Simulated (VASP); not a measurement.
# K (P4/mmm) in VASP: further runs

K is run at these levels: r2SCAN; tasks: single point.

All numbers are computed with VASP 6.6.1; they aren't measurements. Logs are shortened: lines on timing, memory, paths and dates and some standing lists are left out, and cuts for length are marked.

## (1) The cell of the first run

The structure is tetragonal, space group P4/mmm (No. 123). Conventional cell: a = 3.884 Å, b = 3.884 Å, c = 5.310 Å, α = 90.00°, β = 90.00°, γ = 90.00°. Within 5.1 Å of K (site symmetry 4/mmm) lie 4 K at 3.88 Å.

## (2) Single point, r2SCAN (80.09 Å³/atom)

Contents of POSCAR:

```
K
1.0
    3.8835921531      0.0000000000      0.0000000000
    0.0000000000      3.8835921531      0.0000000000
    0.0000000000      0.0000000000      5.3100355509
K
1
Direct
    0.0000000000      0.0000000000      0.0000000000
```

Contents of INCAR.step1:

```
SYSTEM = K
  ALGO = Normal
  EDIFF = 1E-4
  ENCUT = 520
  GGA = PE
  ISMEAR = 0
  LASPH = .TRUE.
  LCHARG = .FALSE.
  LREAL = .FALSE.
  LWAVE = .TRUE.
  NBANDS = 10
  NELM = 60
  PREC = Accurate
  SIGMA = 0.15
```

Contents of INCAR.step2:

```
SYSTEM = K
  ALGO = Normal
  EDIFF = 1E-6
  ENCUT = 520
  ISIF = 2
  ISMEAR = 0
  ISTART = 1
  LASPH = .TRUE.
  LCHARG = .FALSE.
  LMIXTAU = .TRUE.
  LREAL = .FALSE.
  LWAVE = .FALSE.
  METAGGA = R2SCAN
  NBANDS = 10
  NELM = 60
  PREC = Accurate
  SIGMA = 0.15
```

Contents of KPOINTS:

```
k-points
0
G
  12 12 12
  0 0 0
```

Potentials or basis: VASP PAW PBE potentials, release 64 (K_sv).

On the command line:

```bash
$ cat potpaw_PBE.64/K_sv/POTCAR > POTCAR
$ cp INCAR.step1 INCAR
$ mpirun -np 1 vasp_std > vasp.out
$ cp INCAR.step2 INCAR
$ mpirun -np 1 vasp_std > vasp.out
```

OUTCAR:

```text
SYSTEM = K
   EDIFF = 1E-6
   ENCUT = 520
   ISIF = 2
   ISMEAR = 0
   ISTART = 1
   LASPH = .TRUE.
   LREAL = .FALSE.
   METAGGA = R2SCAN
   NELM = 60
   PREC = Accurate

 ion  position               nearest neighbor table
   1  0.000  0.000  0.000-

  LATTYP: Found a simple tetragonal cell.
 ALAT       =     3.8835921531
 C/A-ratio  =     1.3673000000

  Lattice vectors:

 A1 = (   3.8835921531,   0.0000000000,   0.0000000000)
 A2 = (   0.0000000000,   3.8835921531,   0.0000000000)
 A3 = (   0.0000000000,   0.0000000000,   5.3100355509)

Analysis of symmetry for initial positions (statically):
=====================================================================
 Subroutine PRICEL returns:
 Original cell was already a primitive cell.

 Routine SETGRP: Setting up the symmetry group for a
 simple tetragonal supercell.

 Subroutine GETGRP returns: Found 16 space group operations
 (whereof 16 operations were pure point group operations)
 out of a pool of 16 trial point group operations.

The static configuration has the point symmetry D_4h.

Analysis of symmetry for dynamics (positions and initial velocities):
=====================================================================
 Subroutine PRICEL returns:
 Original cell was already a primitive cell.

 Routine SETGRP: Setting up the symmetry group for a
 simple tetragonal supercell.

 Subroutine GETGRP returns: Found 16 space group operations
 (whereof 16 operations were pure point group operations)
 out of a pool of 16 trial point group operations.

The dynamic configuration has the point symmetry D_4h.

 Subroutine INISYM returns: Found 16 space group operations
 (whereof 16 operations are pure point group operations),
 and found     1 'primitive' translations

----------------------------------------------------------------------------------------

                                     Primitive cell

  volume of cell :      80.0875

  direct lattice vectors                    reciprocal lattice vectors
     3.883592153  0.000000000  0.000000000     0.257493568  0.000000000  0.000000000
     0.000000000  3.883592153  0.000000000     0.000000000  0.257493568  0.000000000
     0.000000000  0.000000000  5.310035551     0.000000000  0.000000000  0.188322656

  length of vectors
     3.883592153  3.883592153  5.310035551     0.257493568  0.257493568  0.188322656

  position of ions in fractional coordinates (direct lattice)
     0.000000000  0.000000000  0.000000000

  ion indices of the primitive-cell ions
   primitive index   ion index
                 1           1

----------------------------------------------------------------------------------------

 KPOINTS: k-points

Automatic generation of k-mesh.
 Grid dimensions read from file:
 generate k-points for:   12   12   12

 Generating k-lattice:

  Cartesian coordinates                     Fractional coordinates (reciprocal lattice)
     0.021457797  0.000000000  0.000000000     0.083333333  0.000000000  0.000000000
     0.000000000  0.021457797  0.000000000     0.000000000  0.083333333  0.000000000
     0.000000000  0.000000000  0.015693555     0.000000000  0.000000000  0.083333333

  Length of vectors
     0.021457797  0.021457797  0.015693555

  Shift w.r.t. Gamma in fractional coordinates (k-lattice)
     0.000000000  0.000000000  0.000000000

 Subroutine IBZKPT returns following result:
 ===========================================

 Found    196 irreducible k-points:

 Following reciprocal coordinates:
            Coordinates               Weight
  0.000000  0.000000  0.000000      1.000000
  0.083333  0.000000  0.000000      4.000000
  0.166667  0.000000  0.000000      4.000000
  0.250000  0.000000  0.000000      4.000000
  0.333333  0.000000  0.000000      4.000000
  0.416667  0.000000  0.000000      4.000000
[... 16 lines left out ...]
  0.333333  0.333333  0.000000      4.000000
  0.416667  0.333333  0.000000      8.000000
 [... further k-points ...]
   k-points           NKPTS =    196   k-points in BZ     NKDIM =    196   number of bands    NBANDS=     10
   number of dos      NEDOS =    301   number of ions     NIONS =      1
   total plane-waves  NPLWV =  36000
   dimension x,y,z NGX =    30 NGY =   30 NGZ =   40
   dimension x,y,z NGXF=    60 NGYF=   60 NGZF=   80
   ions per type =               1
   NGX,Y,Z   is equivalent  to a cutoff of  12.84, 12.84, 12.52 a.u.
   NGXF,Y,Z  is equivalent  to a cutoff of  25.68, 25.68, 25.05 a.u.
 SYSTEM =  K
   PREC   = accura    normal or accurate (medium, high low for compatibility)
   ISTART =      1    job   : 0-new  1-cont  2-samecut
   ICHARG =      0    charge: 1-file 2-atom 10-const
   ISPIN  =      1    spin polarized calculation?
   LNONCOLLINEAR =      F non collinear calculations
   LSORBIT =      F    spin-orbit coupling
   LASPH  =      T    aspherical Exc in radial PAW
   ENCUT  =  520.0 eV  38.22 Ry    6.18 a.u.   7.22  7.22  9.87*2*pi/ulx,y,z
   NELM   =     60;   NELMIN=  2; NELMDL=  0     # of ELM steps
   EDIFF  = 0.1E-05   stopping-criterion for ELM
   LREAL  =      F    real-space projection
   EDIFFG = 0.1E-04   stopping-criterion for IOM
   NSW    =      0    number of steps for IOM
   IBRION =     -1    ionic relax: 0-MD 1-quasi-New 2-CG
   NFREE  =      0    steps in history (QN), initial steepest desc. (CG)
   ISIF   =      2    stress and relaxation
   ISYM   =      2    0-nonsym 1-usesym 2-fastsym
   POTIM  = 0.5000    time-step for ionic-motion
   TEBEG  =    0.0;   TEEND  =   0.0 temperature during run
   PSTRESS=    0.0 pullay stress
   NELECT =       9.0000    total number of electrons
   NUPDOWN=      -1.0000    fix difference up-down
   EMIN   =  10.00;   EMAX   =-10.00  energy-range for DOS
   EFERMI =   0.00;   METHOD = LEGACY
   ISMEAR =     0;   SIGMA  =   0.15  broadening in eV -4-tet -1-fermi 0-gaus
   EFERMI_NEDOS =   21; number of points for ismear=-14 and -15
   IALGO  =     38    algorithm
   IMIX   =      4    mixing-type and parameters
     AMIX     =   0.40;   BMIX     =  1.00
     AMIX_MAG =   1.60;   BMIX_MAG =  1.00
  volume/ion in A,a.u.               =      80.09       540.46
  Fermi-wavevector in a.u.,A,eV,Ry     =   0.790013  1.492908  8.491671  0.624120
  Thomas-Fermi vector in A             =   1.895269
   LORBIT       =      0    0 simple, 1 ext, 2 COOP (PROOUT), +10 PAW based schemes
   METAGGA = R2SCAN    functional components
   LHFCALC =     F    Hartree Fock is set to
   AEXX    =    0.0000 exact exchange contribution
   IVDW    =     0    specifies the selected vdW correction
   LEPSILON=     F    determine dielectric tensor
   LRPA    =     F    only Hartree local field effects (RPA)
 non-spin polarized calculation
 Gauss-broadening in eV      SIGMA  =   0.15
  energy-cutoff  :      520.00
  volume of cell :       80.09
 maximum number of plane-waves:      2178
 NGX is ok and might be reduce to    30
   NGX = 15   NGY = 15   NGZ = 19

 number of electron       9.0000000 magnetization

 Free energy of the ion-electron system (eV)
  ---------------------------------------------------
  ext. energy  EPLUGINS =         0.00000000
  ---------------------------------------------------
  free energy    TOTEN  =        -5.76258723 eV

  energy without entropy =       -5.75357492  energy(sigma->0) =       -5.75808108

 E-fermi :  -0.1867     XC(G=0):  -5.6691

 val. band max:       -0.2379915861   @ k =   0.2500   0.0833   0.5000
 cond. band min:      -0.1763855698   @ k =   0.4167   0.0833   0.1667
 fundamental gap:      0.0616060162
 Fermi energy:        -0.1867375631

 k-point     1 :       0.0000    0.0000    0.0000
  band No.  band energies     occupation
      1     -34.2462      2.00000
      2     -16.9164      2.00000
      3     -16.8687      2.00000
      4     -16.8687      2.00000
      5      -2.4045      2.00000
      6       2.0638      0.00000
      7       3.1746      0.00000
      8       3.6668      0.00000
      9       6.2996      0.00000
     10       6.2996      0.00000

 k-point     2 :       0.0833    0.0000    0.0000
  band No.  band energies     occupation
      1     -34.2452      2.00000
      2     -16.9149      2.00000
      3     -16.8832      2.00000
      4     -16.8674      2.00000
      5      -2.3172      2.00000
      6       2.1356      0.00000
      7       3.1798      0.00000
      8       3.6387      0.00000
      9       6.3068      0.00000
     10       6.3183      0.00000

 k-point     3 :       0.1667    0.0000    0.0000
  band No.  band energies     occupation
      1     -34.2424      2.00000
      2     -16.9227      2.00000
      3     -16.9104      2.00000
      4     -16.8639      2.00000
      5      -2.0593      2.00000
      6       2.3378      0.00000
      7       3.1335      0.00000
      8       3.5582      0.00000
      9       6.3463      0.00000
     10       6.3489      0.00000

 k-point     4 :       0.2500    0.0000    0.0000
  band No.  band energies     occupation
      1     -34.2387      2.00000
      2     -16.9759      2.00000
      3     -16.9044      2.00000
      4     -16.8592      2.00000
      5      -1.6413      2.00000
      6       2.5690      0.00000
      7       2.9211      0.00000
      8       3.4413      0.00000
      9       5.9171      0.00000
     10       6.2915      0.00000
[... 222 lines left out ...]
 k-point    22 :       0.5000    0.2500    0.0000
  band No.  band energies     occupation
      1     -34.2238      2.00000
      2     -17.0644      2.00000
      3     -16.9502      2.00000
      4     -16.8814      2.00000
      5       0.5877      0.00000
      6       1.3684      0.00000
      7       3.6365      0.00000
      8       4.0234      0.00000
      9       4.1891      0.00000
     10       4.9309      0.00000

 k-point    23 :       0.3333    0.3333    0.0000
  band No.  band energies     occupation
      1     -34.2239      2.00000
      2     -17.0097      2.00000
      3     -17.0040      2.00000
      4     -16.8816      2.00000
      5       0.0168      0.05493
      6       2.5518      0.00000
      7       3.3067      0.00000
      8       3.8302      0.00000
      9       4.6405      0.00000
     10       4.6646      0.00000

 k-point    24 :       0.4167    0.3333    0.0000
  band No.  band energies     occupation
      1     -34.2212      2.00000
      2     -17.0433      2.00000
      3     -17.0015      2.00000
      4     -16.8774      2.00000
      5       0.4918      0.00000
      6       2.2165      0.00000
      7       3.4599      0.00000
      8       3.9095      0.00000
      9       4.4954      0.00000
     10       4.5679      0.00000

 [... further k-points ...]

------------------------ aborting loop because EDIFF is reached ----------------------------------------

  FORCE on cell =-STRESS in cart. coord.  units (eV):
  Direction    XX          YY          ZZ          XY          YZ          ZX
  --------------------------------------------------------------------------------------
  -------------------------------------------------------------------------------------
  Total        0.6396989      0.6396989     -0.6162440      0.0000000      0.0000000      0.0000000
  in kB       12.7973937     12.7973937    -12.3281700      0.0000000      0.0000000      0.0000000
  external PRESSURE =       4.4222058 kB  Pullay stress =       0.0000000 kB

 VOLUME and BASIS-vectors are now :
 -----------------------------------------------------------------------------
  energy-cutoff  :      520.00
  volume of cell :       80.09
      direct lattice vectors                 reciprocal lattice vectors
     3.883592153  0.000000000  0.000000000     0.257493568  0.000000000  0.000000000
     0.000000000  3.883592153  0.000000000     0.000000000  0.257493568  0.000000000
     0.000000000  0.000000000  5.310035551     0.000000000  0.000000000  0.188322656

 POSITION                                       TOTAL-FORCE (eV/Angst)
 -----------------------------------------------------------------------------------
      0.00000      0.00000      0.00000         0.000000      0.000000      0.000000
 -----------------------------------------------------------------------------------
    total drift:                                0.000000      0.000000     -0.000000

  FREE ENERGIE OF THE ION-ELECTRON SYSTEM (eV)
  ---------------------------------------------------
  free  energy   TOTEN  =        -5.7625872330 eV

  energy  without entropy=       -5.7535749180  energy(sigma->0) =       -5.75808108
```

Wall time 10 min (1 thread of Intel Xeon 8259CL, shared host); peak memory 0.3 GiB.

What came out:

| Item | Value |
| --- | --- |
| Free energy | -5.7626 eV |
| Pressure | 0.4 GPa |
| Band gap on the k mesh | zero (an odd number of electrons rules out a gap without spin polarisation) |

Caveat: the PAW data sets were made with another functional, which shifts forces and pressure a little.

## (3) Single point, r2SCAN (80.09 Å³/atom)

Contents of POSCAR:

```
K
1.0
    4.7841328848      0.0000000000      0.0000000000
    0.0000000000      4.7841328848      0.0000000000
    0.0000000000      0.0000000000      3.4991147919
K
1
Direct
    0.0000000000      0.0000000000      0.0000000000
```

Contents of INCAR.step1:

```
SYSTEM = K
  ALGO = Normal
  EDIFF = 1E-4
  ENCUT = 520
  GGA = PE
  ISMEAR = 0
  LASPH = .True.
  LCHARG = .False.
  LREAL = .False.
  LWAVE = .True.
  NBANDS = 10
  NELM = 100
  PREC = Accurate
  SIGMA = 0.15
```

Contents of INCAR.step2:

```
SYSTEM = K
  ALGO = Normal
  EDIFF = 1E-6
  ENCUT = 520
  ISIF = 2
  ISMEAR = 0
  ISTART = 1
  LASPH = .True.
  LCHARG = .False.
  LMIXTAU = .True.
  LREAL = .False.
  LWAVE = .False.
  METAGGA = R2SCAN
  NBANDS = 10
  NELM = 100
  PREC = Accurate
  SIGMA = 0.15
```

Contents of KPOINTS:

```
k-points
0
Gamma
  12 12 12
  0 0 0
```

Potentials or basis: VASP PAW PBE potentials, release 64 (K_sv).

On the command line:

```bash
$ cat potpaw_PBE.64/K_sv/POTCAR > POTCAR
$ cp INCAR.step1 INCAR
$ mpirun -np 1 vasp_std > vasp.out
$ cp INCAR.step2 INCAR
$ mpirun -np 1 vasp_std > vasp.out
```

It took 8.8 min on 1 thread of Intel Xeon 8259CL, shared host; peak memory 0.3 GiB.

It converged, with:

```yaml
Free_energy: -5.7369 eV
Pressure: 0.3 GPa
Band_gap_on_the_k_mesh: zero (an odd number of electrons rules out a gap without spin polarisation)
```

Stress tensor (GPa, compression positive):
```
-0.87  0.00  0.00
 0.00 -0.87  0.00
 0.00  0.00  2.50
```

Levels at points of the mesh, in eV from the Fermi level:
```
           k point  band 1  band 2  band 3  band 4  band 5  band 6  band 7  band 8
(0.00, 0.00, 0.00)  -34.22  -16.86  -16.86  -16.76   -2.20    2.46    2.99    5.25
(0.50, 0.00, 0.00)  -34.22  -16.89  -16.86  -16.76   -0.40   -0.28    3.24    4.19
(0.50, 0.50, 0.00)  -34.22  -16.89  -16.89  -16.76    0.89    1.38    1.38    1.57
(0.00, 0.00, 0.50)  -34.17  -17.25  -16.80  -16.80    1.15    1.28    3.81    3.81
(0.50, 0.00, 0.50)  -34.17  -17.24  -16.83  -16.80    1.39    2.94    3.05    3.25
(0.50, 0.50, 0.50)  -34.17  -17.24  -16.83  -16.83    2.12    2.12    3.51    4.93
```

Caveat: the PAW data sets were made with another functional, which shifts forces and pressure a little.

The gap in the log of VASP goes by the Fermi energy; the results here count the filled bands.